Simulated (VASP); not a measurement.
# Na3La2P3 (R32) in VASP: further runs, part 2 of 2

VASP 6.6.1. The steps go on from the part before.

### Step 3. Relaxation of cell and atoms, PBE

File INCAR:

```
SYSTEM = Na3La2P3
  PREC = Accurate
  ENCUT = 600
  EDIFF = 1E-6
  ISMEAR = 0
  SIGMA = 0.1
  LREAL = .False.
  LASPH = .True.
  NELM = 80
  ALGO = Normal
  ISIF = 3
  LWAVE = .False.
  LCHARG = .False.
  GGA = PE
  IBRION = 2
  NSW = 100
  EDIFFG = -0.01
```

File KPOINTS:

```
regular mesh
0
Gamma
  6 6 6
  0 0 0
```

File POSCAR:

```
Na3La2P3
1.0
    3.8673721823      2.2328283705      3.6310619358
   -3.8673721823      2.2328283705      3.6310619358
    0.0000000000     -4.4656567410      3.6310619358
Na La P
3 2 3
Direct
    0.7141525383      0.2858474617      0.5000000000
    0.2858474617      0.5000000000      0.7141525383
    0.5000000000      0.7141525383      0.2858474617
    0.1793095835      0.1793095835      0.1793095835
    0.8206904165      0.8206904165      0.8206904165
    0.6915553033      0.3084446967      0.0000000000
    0.3084446967      0.0000000000      0.6915553033
    0.0000000000      0.6915553033      0.3084446967
```

Potentials or basis: VASP PAW PBE potentials, release 64 (Na_pv, La, P).

Launch:

```
> cat potpaw_PBE.64/Na_pv/POTCAR potpaw_PBE.64/La/POTCAR potpaw_PBE.64/P/POTCAR > POTCAR
> mpirun -np 1 vasp_std > vasp.out
```

OUTCAR:

```text
SYSTEM = Na3La2P3
   PREC = Accurate
   ENCUT = 600
   EDIFF = 1E-6
   ISMEAR = 0
   LREAL = .False.
   LASPH = .True.
   NELM = 80
   ISIF = 3
   GGA = PE
   IBRION = 2
   NSW = 100
   EDIFFG = -0.01

 ion  position               nearest neighbor table
   1  0.714  0.286  0.500-   4 3.15   5 3.15
   2  0.286  0.500  0.714-   4 3.15   5 3.15
   3  0.500  0.714  0.286-   5 3.15   4 3.15
   4  0.179  0.179  0.179-   7 3.08   8 3.08   6 3.08   2 3.15   1 3.15   3 3.15   7 3.16   6 3.16
                             8 3.16
   5  0.821  0.821  0.821-   8 3.08   7 3.08   6 3.08   3 3.15   1 3.15   2 3.15   8 3.16   6 3.16
                             7 3.16
   6  0.692  0.308  0.000-   4 3.08   5 3.08   5 3.16   4 3.16
   7  0.308  0.000  0.692-   4 3.08   5 3.08   4 3.16   5 3.16
   8  0.000  0.692  0.308-   5 3.08   4 3.08   5 3.16   4 3.16

  LATTYP: Found a trigonal (rhomboedric) cell.
 ALAT       =     5.7555799803
 COS(alpha) =     0.0970083235

  Lattice vectors:

 A1 = (   3.8673721823,   2.2328283705,   3.6310619358)
 A2 = (  -3.8673721823,   2.2328283705,   3.6310619358)
 A3 = (   0.0000000000,  -4.4656567410,   3.6310619358)

Analysis of symmetry for initial positions (statically):
=====================================================================
 Subroutine PRICEL returns:
 Original cell was already a primitive cell.

 Routine SETGRP: Setting up the symmetry group for a
 trigonal (rhombohedral) supercell.

 Subroutine GETGRP returns: Found  6 space group operations
 (whereof  6 operations were pure point group operations)
 out of a pool of 12 trial point group operations.

The static configuration has the point symmetry D_3 .

Analysis of symmetry for dynamics (positions and initial velocities):
=====================================================================
 Subroutine PRICEL returns:
 Original cell was already a primitive cell.

 Routine SETGRP: Setting up the symmetry group for a
 trigonal (rhombohedral) supercell.

 Subroutine GETGRP returns: Found  6 space group operations
 (whereof  6 operations were pure point group operations)
 out of a pool of 12 trial point group operations.

The dynamic configuration has the point symmetry D_3 .

 Subroutine INISYM returns: Found  6 space group operations
 (whereof  6 operations are pure point group operations),
 and found     1 'primitive' translations

----------------------------------------------------------------------------------------

                                     Primitive cell

  volume of cell :     188.1292

  direct lattice vectors                    reciprocal lattice vectors
     3.867372182  2.232828371  3.631061936     0.129286755  0.074643743  0.091800509
    -3.867372182  2.232828371  3.631061936    -0.129286755  0.074643743  0.091800509
     0.000000000 -4.465656741  3.631061936     0.000000000 -0.149287486  0.091800509

  length of vectors
     5.755579980  5.755579980  5.755579980     0.175254349  0.175254349  0.175254349

  position of ions in fractional coordinates (direct lattice)
     0.714152538  0.285847462  0.500000000
     0.285847462  0.500000000  0.714152538
     0.500000000  0.714152538  0.285847462
     0.179309584  0.179309584  0.179309584
     0.820690416  0.820690416  0.820690416
     0.691555303  0.308444697  0.000000000
     0.308444697  0.000000000  0.691555303
     0.000000000  0.691555303  0.308444697

  ion indices of the primitive-cell ions
   primitive index   ion index
[... 64 lines left out ...]
   total plane-waves  NPLWV = 110592
   dimension x,y,z NGX =    48 NGY =   48 NGZ =   48
   dimension x,y,z NGXF=    96 NGYF=   96 NGZF=   96
   ions per type =               3   2   3
   NGX,Y,Z   is equivalent  to a cutoff of  13.86, 13.86, 13.86 a.u.
   NGXF,Y,Z  is equivalent  to a cutoff of  27.73, 27.73, 27.73 a.u.
 SYSTEM =  Na3La2P3
   PREC   = accura    normal or accurate (medium, high low for compatibility)
   ISTART =      0    job   : 0-new  1-cont  2-samecut
   ICHARG =      2    charge: 1-file 2-atom 10-const
   ISPIN  =      1    spin polarized calculation?
   LNONCOLLINEAR =      F non collinear calculations
   LSORBIT =      F    spin-orbit coupling
   LASPH  =      T    aspherical Exc in radial PAW
   ENCUT  =  600.0 eV  44.10 Ry    6.64 a.u.  11.50 11.50 11.50*2*pi/ulx,y,z
   NELM   =     80;   NELMIN=  2; NELMDL= -5     # of ELM steps
   EDIFF  = 0.1E-05   stopping-criterion for ELM
   LREAL  =      F    real-space projection
   EDIFFG = -.1E-01   stopping-criterion for IOM
   NSW    =    100    number of steps for IOM
   IBRION =      2    ionic relax: 0-MD 1-quasi-New 2-CG
   NFREE  =      1    steps in history (QN), initial steepest desc. (CG)
   ISIF   =      3    stress and relaxation
   ISYM   =      2    0-nonsym 1-usesym 2-fastsym
   POTIM  = 0.5000    time-step for ionic-motion
   TEBEG  =    0.0;   TEEND  =   0.0 temperature during run
   PSTRESS=    0.0 pullay stress
   NELECT =      58.0000    total number of electrons
   NUPDOWN=      -1.0000    fix difference up-down
   EMIN   =  10.00;   EMAX   =-10.00  energy-range for DOS
   EFERMI =   0.00;   METHOD = LEGACY
   ISMEAR =     0;   SIGMA  =   0.10  broadening in eV -4-tet -1-fermi 0-gaus
   EFERMI_NEDOS =   21; number of points for ismear=-14 and -15
   IALGO  =     38    algorithm
   IMIX   =      4    mixing-type and parameters
     AMIX     =   0.40;   BMIX     =  1.00
     AMIX_MAG =   1.60;   BMIX_MAG =  1.00
  volume/ion in A,a.u.               =      23.52       158.69
  Fermi-wavevector in a.u.,A,eV,Ry     =   1.105941  2.089926 16.641371  1.223106
  Thomas-Fermi vector in A             =   2.242435
   LORBIT       =      0    0 simple, 1 ext, 2 COOP (PROOUT), +10 PAW based schemes
   GGA     = PE    functional components
   LHFCALC =     F    Hartree Fock is set to
   AEXX    =    0.0000 exact exchange contribution
   IVDW    =     0    specifies the selected vdW correction
   LEPSILON=     F    determine dielectric tensor
   LRPA    =     F    only Hartree local field effects (RPA)
 conjugate gradient relaxation of ions
 non-spin polarized calculation
 Gauss-broadening in eV      SIGMA  =   0.10
  energy-cutoff  :      600.00
  volume of cell :      188.13
 maximum number of plane-waves:      6333
 NGX is ok and might be reduce to    48
   NGX = 23   NGY = 23   NGZ = 23

--------------------------------------- Ionic step        1  -------------------------------------------

 number of electron      58.0000004 magnetization

 Free energy of the ion-electron system (eV)
  ---------------------------------------------------
  ext. energy  EPLUGINS =         0.00000000
  ---------------------------------------------------
  free energy    TOTEN  =       -34.92382676 eV

  energy without entropy =      -34.91861965  energy(sigma->0) =      -34.92122321

------------------------ aborting loop because EDIFF is reached ----------------------------------------

  FORCE on cell =-STRESS in cart. coord.  units (eV):
  Direction    XX          YY          ZZ          XY          YZ          ZX
  --------------------------------------------------------------------------------------
  -------------------------------------------------------------------------------------
  Total       -0.0854593     -0.0854593     -0.0622961      0.0000000      0.0000000      0.0000000
  in kB       -0.7278024     -0.7278024     -0.5305365      0.0000000      0.0000000      0.0000000
  external PRESSURE =      -0.6620471 kB  Pullay stress =       0.0000000 kB
[... 197 lines left out ...]
--------------------------------------- Ionic step        6  -------------------------------------------

 number of electron      58.0000004 magnetization

 Free energy of the ion-electron system (eV)
  ---------------------------------------------------
  ext. energy  EPLUGINS =         0.00000000
  ---------------------------------------------------
  free energy    TOTEN  =       -34.92407618 eV

  energy without entropy =      -34.91895689  energy(sigma->0) =      -34.92151654

 E-fermi :   5.7184     XC(G=0):  -9.2879

 val. band max:        5.6114761788   @ k =  -0.3333   0.1667   0.1667
 cond. band min:       5.7527974139   @ k =  -0.1667   0.1667   0.0000
 fundamental gap:      0.1413212351
 Fermi energy:         5.7183925800

 k-point     1 :       0.0000    0.0000    0.0000
  band No.  band energies     occupation
      1     -27.2907      2.00000
      2     -27.2578      2.00000
      3     -19.3336      2.00000
      4     -19.2212      2.00000
      5     -19.2212      2.00000
      6     -19.1058      2.00000
[... 877 lines left out ...]
     33       7.2963      0.00000
     34       7.3586      0.00000

 [... further k-points ...]

------------------------ aborting loop because EDIFF is reached ----------------------------------------

  FORCE on cell =-STRESS in cart. coord.  units (eV):
  Direction    XX          YY          ZZ          XY          YZ          ZX
  --------------------------------------------------------------------------------------
  -------------------------------------------------------------------------------------
  Total       -0.0172063     -0.0172063     -0.0668434     -0.0000000      0.0000000     -0.0000000
  in kB       -0.1466938     -0.1466938     -0.5698777     -0.0000000      0.0000000     -0.0000000
  external PRESSURE =      -0.2877551 kB  Pullay stress =       0.0000000 kB
[... 23 lines left out ...]
  FREE ENERGIE OF THE ION-ELECTRON SYSTEM (eV)
  ---------------------------------------------------
  free  energy   TOTEN  =       -34.9240761830 eV

  energy  without entropy=      -34.9189568926  energy(sigma->0) =      -34.92151654

 reached required accuracy - stopping structural energy minimisation
```

Wall time 24 min (1 thread of Intel Xeon 8259CL, shared host); peak memory 0.51 GiB.

What came out:

| Quantity | Value |
| --- | --- |
| Free energy | -34.9241 eV |
| Relaxed volume | 23.49 Å³/atom |
| Relaxed cell | a = 5.754 Å, b = 5.754 Å, c = 5.754 Å, α = 84.41°, β = 84.41°, γ = 84.41° |
| Space group after relaxing (to 0.1 Å) | R32 (No. 155) |
| Energy gained by relaxing | 0.0 meV/atom |
| Ionic steps | 6 |
| Pressure after relaxing | 0.0 GPa |
| Band gap on the k mesh | zero (bands 29 and 30 overlap by 0.26 eV) |

Forces in eV/Å, atoms in the order of the input:
```
Na   0.000  0.000  0.000
Na   0.000  0.000  0.000
Na   0.000  0.000  0.000
La   0.000  0.000  0.000
La   0.000  0.000  0.000
P    0.002  0.000  0.000
P   -0.001 -0.002  0.000
P   -0.001  0.002  0.000
```

The path:
```tsv
step	energy change (eV)	largest force (eV/Å)	pressure (GPa)	volume (Å³)
1	0.0000	0.0142	-0.07	188.13
2	-0.0001	0.0140	0.01	187.86
3	-0.0001	0.0124	0.03	187.81
4	-0.0001	0.0122	0.03	187.79
5	-0.0002	0.0107	0.01	187.82
6	-0.0002	0.0022	-0.03	187.93
```

Final structure:
```
CELL_PARAMETERS angstrom
3.86539 2.23168 3.63087
-3.86539 2.23168 3.63087
0.00000 -4.46337 3.63087
ATOMIC_POSITIONS crystal
Na 0.71457 0.28543 0.50000
Na 0.28543 0.50000 0.71457
Na 0.50000 0.71457 0.28543
La 0.17967 0.17967 0.17967
La 0.82033 0.82033 0.82033
P 0.69198 0.30802 0.00000
P 0.30802 0.00000 0.69198
P 0.00000 0.69198 0.30802
```

Levels at points of the mesh, in eV from the Fermi level:
| k point | band 25 | band 26 | band 27 | band 28 | band 29 | band 30 | band 31 | band 32 | band 33 | band 34 |
| --- | --- | --- | --- | --- | --- | --- | --- | --- | --- | --- |
| (0.00, 0.00, 0.00) | -1.83 | -1.72 | -1.72 | -1.69 | 0.10 | 0.22 | 0.70 | 1.49 | 1.49 | 1.65 |
| (0.50, 0.00, 0.00) | -2.23 | -1.65 | -1.41 | -1.38 | -0.85 | 0.42 | 0.99 | 1.44 | 1.54 | 1.56 |
| (0.50, 0.50, 0.00) | -2.02 | -1.68 | -1.52 | -1.28 | -0.35 | -0.15 | 1.04 | 1.10 | 1.63 | 1.69 |
| (0.50, 0.50, 0.50) | -2.38 | -1.46 | -1.46 | -1.03 | -1.03 | 0.71 | 0.71 | 1.39 | 1.47 | 1.68 |

Caveat: spin-orbit coupling is left out, which moves the levels of the heavy elements.
